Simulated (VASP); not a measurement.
# HfC (Fm-3m) in VASP: electric field gradients with PBEsol

Aim: the electric field gradients of HfC with PBEsol.

Program: VASP 6.6.1. These are calculated values, not measurements. Logs are shortened: lines on timing, memory, paths and dates and some standing lists are left out, and cuts for length are marked.

**1. The cell of the first run**

The structure is cubic, space group Fm-3m (No. 225). Conventional cell: a = 4.650 Å, b = 4.650 Å, c = 4.650 Å, α = 90.00°, β = 90.00°, γ = 90.00°. Within 3.1 Å of Hf (site symmetry m-3m) lie 6 C at 2.33 Å. C (site symmetry m-3m) has 6 Hf at 2.33 Å within 3.1 Å.

**2. Electric field gradients, PBEsol**

INCAR

```
SYSTEM = HfC
PREC = Accurate ; ENCUT = 520
EDIFF = 1E-8 ; ISMEAR = -1
SIGMA = 0.05 ; LREAL = .FALSE.
LASPH = .TRUE. ; NELM = 60
ALGO = Normal ; ISIF = 2
LWAVE = .FALSE. ; LCHARG = .FALSE.
GGA = PS ; LEFG = .TRUE.
NBANDS = 14
```

KPOINTS

```
Automatic mesh
0
G
  11 11 11
  0 0 0
```

POSCAR

```
HfC
1.0
    0.0000000000      2.3250000000      2.3250000000
    2.3250000000      0.0000000000      2.3250000000
    2.3250000000      2.3250000000      0.0000000000
Hf C
1 1
Direct
    0.5000000000      0.5000000000      0.5000000000
    0.0000000000      0.0000000000      0.0000000000
```

Potentials or basis: VASP PAW PBE potentials, release 64 (Hf_pv, C).

Command:

```
> cat potpaw_PBE.64/Hf_pv/POTCAR potpaw_PBE.64/C/POTCAR > POTCAR
> mpirun -np 1 vasp_std > vasp.out
```

OUTCAR:

```text
SYSTEM = HfC
   PREC = Accurate
   ENCUT = 520
   EDIFF = 1E-8
   ISMEAR = -1
   LREAL = .FALSE.
   LASPH = .TRUE.
   NELM = 60
   ISIF = 2
   GGA = PS

 ion  position               nearest neighbor table
   1  0.500  0.500  0.500-   2 2.33   2 2.33   2 2.33   2 2.33   2 2.33   2 2.33
   2  0.000  0.000  0.000-   1 2.33   1 2.33   1 2.33   1 2.33   1 2.33   1 2.33

  LATTYP: Found a face centered cubic cell.
 ALAT       =     4.6500000000

  Lattice vectors:

 A1 = (   0.0000000000,   2.3250000000,   2.3250000000)
 A2 = (   2.3250000000,   0.0000000000,   2.3250000000)
 A3 = (   2.3250000000,   2.3250000000,   0.0000000000)

Analysis of symmetry for initial positions (statically):
=====================================================================
 Subroutine PRICEL returns:
 Original cell was already a primitive cell.

 Routine SETGRP: Setting up the symmetry group for a
 face centered cubic supercell.

 Subroutine GETGRP returns: Found 48 space group operations
 (whereof 48 operations were pure point group operations)
 out of a pool of 48 trial point group operations.

The static configuration has the point symmetry O_h .

Analysis of symmetry for dynamics (positions and initial velocities):
=====================================================================
 Subroutine PRICEL returns:
 Original cell was already a primitive cell.

 Routine SETGRP: Setting up the symmetry group for a
 face centered cubic supercell.

 Subroutine GETGRP returns: Found 48 space group operations
 (whereof 48 operations were pure point group operations)
 out of a pool of 48 trial point group operations.

The dynamic configuration has the point symmetry O_h .

 Subroutine INISYM returns: Found 48 space group operations
 (whereof 48 operations are pure point group operations),
 and found     1 'primitive' translations

----------------------------------------------------------------------------------------

                                     Primitive cell

  volume of cell :      25.1362

  direct lattice vectors                    reciprocal lattice vectors
     0.000000000  2.325000000  2.325000000    -0.215053763  0.215053763  0.215053763
     2.325000000  0.000000000  2.325000000     0.215053763 -0.215053763  0.215053763
     2.325000000  2.325000000  0.000000000     0.215053763  0.215053763 -0.215053763

  length of vectors
     3.288046533  3.288046533  3.288046533     0.372484045  0.372484045  0.372484045

  position of ions in fractional coordinates (direct lattice)
     0.500000000  0.500000000  0.500000000
     0.000000000  0.000000000  0.000000000

  ion indices of the primitive-cell ions
   primitive index   ion index
                 1           1
                 2           2

----------------------------------------------------------------------------------------

 KPOINTS: Automatic mesh

Automatic generation of k-mesh.
 Grid dimensions read from file:
 generate k-points for:   11   11   11

 Generating k-lattice:

  Cartesian coordinates                     Fractional coordinates (reciprocal lattice)
    -0.019550342  0.019550342  0.019550342     0.090909091  0.000000000  0.000000000
     0.019550342 -0.019550342  0.019550342     0.000000000  0.090909091  0.000000000
     0.019550342  0.019550342 -0.019550342     0.000000000  0.000000000  0.090909091

  Length of vectors
     0.033862186  0.033862186  0.033862186

  Shift w.r.t. Gamma in fractional coordinates (k-lattice)
     0.000000000  0.000000000  0.000000000

 Subroutine IBZKPT returns following result:
 ===========================================

 Found     56 irreducible k-points:

 Following reciprocal coordinates:
            Coordinates               Weight
  0.000000  0.000000  0.000000      1.000000
  0.090909  0.000000  0.000000      8.000000
  0.181818  0.000000  0.000000      8.000000
  0.272727  0.000000  0.000000      8.000000
  0.363636  0.000000  0.000000      8.000000
  0.454545  0.000000  0.000000      8.000000
[... 16 lines left out ...]
 -0.272727  0.181818  0.000000     24.000000
 -0.181818  0.181818  0.000000     12.000000
 [... further k-points ...]
   k-points           NKPTS =     56   k-points in BZ     NKDIM =     56   number of bands    NBANDS=     14
   number of dos      NEDOS =    301   number of ions     NIONS =      2
   total plane-waves  NPLWV =  13824
   dimension x,y,z NGX =    24 NGY =   24 NGZ =   24
   dimension x,y,z NGXF=    48 NGYF=   48 NGZF=   48
   ions per type =               1   1
   NGX,Y,Z   is equivalent  to a cutoff of  12.13, 12.13, 12.13 a.u.
   NGXF,Y,Z  is equivalent  to a cutoff of  24.27, 24.27, 24.27 a.u.
 SYSTEM =  HfC
   PREC   = accura    normal or accurate (medium, high low for compatibility)
   ISTART =      0    job   : 0-new  1-cont  2-samecut
   ICHARG =      2    charge: 1-file 2-atom 10-const
   ISPIN  =      1    spin polarized calculation?
   LNONCOLLINEAR =      F non collinear calculations
   LSORBIT =      F    spin-orbit coupling
   LASPH  =      T    aspherical Exc in radial PAW
   ENCUT  =  520.0 eV  38.22 Ry    6.18 a.u.   6.11  6.11  6.11*2*pi/ulx,y,z
   NELM   =     60;   NELMIN=  2; NELMDL= -5     # of ELM steps
   EDIFF  = 0.1E-07   stopping-criterion for ELM
   LREAL  =      F    real-space projection
   EDIFFG = 0.1E-06   stopping-criterion for IOM
   NSW    =      0    number of steps for IOM
   IBRION =     -1    ionic relax: 0-MD 1-quasi-New 2-CG
   NFREE  =      0    steps in history (QN), initial steepest desc. (CG)
   ISIF   =      2    stress and relaxation
   ISYM   =      2    0-nonsym 1-usesym 2-fastsym
   POTIM  = 0.5000    time-step for ionic-motion
   TEBEG  =    0.0;   TEEND  =   0.0 temperature during run
   PSTRESS=    0.0 pullay stress
   NELECT =      14.0000    total number of electrons
   NUPDOWN=      -1.0000    fix difference up-down
   EMIN   =  10.00;   EMAX   =-10.00  energy-range for DOS
   EFERMI =   0.00;   METHOD = LEGACY
   ISMEAR =    -1;   SIGMA  =   0.05  broadening in eV -4-tet -1-fermi 0-gaus
   EFERMI_NEDOS =   21; number of points for ismear=-14 and -15
   IALGO  =     38    algorithm
   IMIX   =      4    mixing-type and parameters
     AMIX     =   0.40;   BMIX     =  1.00
     AMIX_MAG =   1.60;   BMIX_MAG =  1.00
  volume/ion in A,a.u.               =      12.57        84.81
  Fermi-wavevector in a.u.,A,eV,Ry     =   1.346949  2.545365 24.684672  1.814272
  Thomas-Fermi vector in A             =   2.474740
   LORBIT       =      0    0 simple, 1 ext, 2 COOP (PROOUT), +10 PAW based schemes
   GGA     = PS    functional components
   LHFCALC =     F    Hartree Fock is set to
   AEXX    =    0.0000 exact exchange contribution
   IVDW    =     0    specifies the selected vdW correction
   LEPSILON=     F    determine dielectric tensor
   LRPA    =     F    only Hartree local field effects (RPA)
 non-spin polarized calculation
  energy-cutoff  :      520.00
  volume of cell :       25.14
 maximum number of plane-waves:       690
   NGX = 13   NGY = 13   NGZ = 13

 number of electron      14.0000000 magnetization

 Free energy of the ion-electron system (eV)
  ---------------------------------------------------
  ext. energy  EPLUGINS =         0.00000000
  ---------------------------------------------------
  free energy    TOTEN  =       -22.17987096 eV

  energy without entropy =      -22.17691228  energy(sigma->0) =      -22.17839162

 E-fermi :   5.8549     XC(G=0): -12.4206

 val. band max:        5.6986806094   @ k =   0.4545   0.4545   0.0000
 cond. band min:       5.9143839097   @ k =   0.1818   0.1818   0.0000
 fundamental gap:      0.2157033003
 Fermi energy:         5.8549266687

 k-point     1 :       0.0000    0.0000    0.0000
  band No.  band energies     occupation
      1     -23.6963      2.00000
      2     -23.6963      2.00000
      3     -23.6963      2.00000
      4      -6.4819      2.00000
      5       6.8342      0.00000
      6       6.8342      0.00000
      7       6.8342      0.00000
      8       7.1502      0.00000
      9       7.1502      0.00000
     10       7.1502      0.00000
     11       9.1690      0.00000
     12       9.1690      0.00000
     13      12.6365      0.00000
     14      16.7509      0.00000

 k-point     2 :       0.0909    0.0000    0.0000
  band No.  band energies     occupation
      1     -23.7543      2.00000
      2     -23.7019      2.00000
      3     -23.7019      2.00000
      4      -6.2732      2.00000
      5       5.5914      1.98977
      6       5.9452      0.28262
      7       5.9452      0.28261
      8       7.5165      0.00000
      9       7.5165      0.00000
     10       7.8851      0.00000
     11      10.1229      0.00000
     12      10.1229      0.00000
     13      13.0975      0.00000
     14      17.3317      0.00000

 k-point     3 :       0.1818    0.0000    0.0000
  band No.  band energies     occupation
      1     -23.9063      2.00000
      2     -23.7168      2.00000
      3     -23.7168      2.00000
      4      -5.6819      2.00000
      5       3.9771      2.00000
      6       4.7923      2.00000
      7       4.7923      2.00000
      8       8.1439      0.00000
      9       8.1439      0.00000
     10       8.3858      0.00000
     11      11.8975      0.00000
     12      11.8975      0.00000
     13      14.1236      0.00000
     14      18.7743      0.00000
[... 324 lines left out ...]
 k-point    23 :      -0.2727    0.1818    0.0000
  band No.  band energies     occupation
      1     -24.1870      2.00000
      2     -23.9011      2.00000
      3     -23.7517      2.00000
      4      -3.8495      2.00000
      5       1.2175      2.00000
      6       3.2137      2.00000
      7       3.4462      2.00000
      8       9.2562      0.00000
      9       9.9521      0.00000
     10      11.3538      0.00000
     11      12.5654      0.00000
     12      15.2498      0.00000
     13      16.8626      0.00000
     14      19.5081      0.00000

 k-point    24 :      -0.1818    0.1818    0.0000
  band No.  band energies     occupation
      1     -24.0768      2.00000
      2     -23.8466      2.00000
      3     -23.7259      2.00000
      4      -4.6096      2.00000
      5       2.1808      2.00000
      6       3.5730      2.00000
      7       3.9153      2.00000
      8       8.4611      0.00000
      9       9.5930      0.00000
     10      10.5596      0.00000
     11      11.4577      0.00000
     12      15.3973      0.00000
     13      15.4464      0.00000
     14      19.5721      0.00000

 [... further k-points ...]

------------------------ aborting loop because EDIFF is reached ----------------------------------------

  FORCE on cell =-STRESS in cart. coord.  units (eV):
  Direction    XX          YY          ZZ          XY          YZ          ZX
  --------------------------------------------------------------------------------------
  -------------------------------------------------------------------------------------
  Total       -1.0851423     -1.0851423     -1.0851423      0.0000000      0.0000000     -0.0000000
  in kB      -69.1669133    -69.1669133    -69.1669133      0.0000000      0.0000000     -0.0000000
  external PRESSURE =     -69.1669133 kB  Pullay stress =       0.0000000 kB

 VOLUME and BASIS-vectors are now :
 -----------------------------------------------------------------------------
  energy-cutoff  :      520.00
  volume of cell :       25.14
      direct lattice vectors                 reciprocal lattice vectors
     0.000000000  2.325000000  2.325000000    -0.215053763  0.215053763  0.215053763
     2.325000000  0.000000000  2.325000000     0.215053763 -0.215053763  0.215053763
     2.325000000  2.325000000  0.000000000     0.215053763  0.215053763 -0.215053763

 POSITION                                       TOTAL-FORCE (eV/Angst)
 -----------------------------------------------------------------------------------
      2.32500      2.32500      2.32500         0.000000      0.000000      0.000000
      0.00000      0.00000      0.00000        -0.000000      0.000000     -0.000000
 -----------------------------------------------------------------------------------
    total drift:                                0.000000     -0.000000      0.000000

  FREE ENERGIE OF THE ION-ELECTRON SYSTEM (eV)
  ---------------------------------------------------
  free  energy   TOTEN  =       -22.1798709600 eV

  energy  without entropy=      -22.1769122777  energy(sigma->0) =      -22.17839162

 Electric field gradients (V/A^2)
---------------------------------------------------------------------
 ion       V_xx      V_yy      V_zz      V_xy      V_xz      V_yz
---------------------------------------------------------------------
   1      -0.000     0.000     0.000     0.000     0.000     0.000
   2      -0.000     0.000     0.000     0.000     0.000     0.000
---------------------------------------------------------------------

 Electric field gradients after diagonalization (V/A^2)
 (convention: |V_zz| > |V_xx| > |V_yy|)
----------------------------------------------------------------------
 ion       V_xx      V_yy      V_zz     asymmetry (V_yy - V_xx)/ V_zz
----------------------------------------------------------------------
   1      -0.000    -0.000     0.000       0.000
   2      -0.000    -0.000     0.001       0.000
----------------------------------------------------------------------

           NMR quadrupolar parameters

 Cq : quadrupolar parameter    Cq=e*Q*V_zz/h
 eta: asymmetry parameters     (V_yy - V_xx)/ V_zz
 Q  : nuclear electric quadrupole moment in mb (millibarn)
----------------------------------------------------------------------
 ion       Cq(MHz)       eta       Q (mb)
----------------------------------------------------------------------
   1       0.000       0.000       1.000
   2       0.000       0.000       1.000
----------------------------------------------------------------------
```

It took 29 s on 1 thread of Intel Xeon 8259CL, shared host; peak memory 0.15 GiB.

What came out:

```yaml
Free_energy: -22.1799 eV
Pressure: -6.9 GPa
Band_gap_on_the_k_mesh: zero (bands 7 and 8 overlap by 1.45 eV)
Largest_electric_field_gradient_by_atom: zero within the noise of the run
```

Caveat: the cell stands under tension; the PAW data sets were made with another functional, which shifts forces and pressure a little; spin-orbit coupling is left out, which moves the levels of the heavy elements.
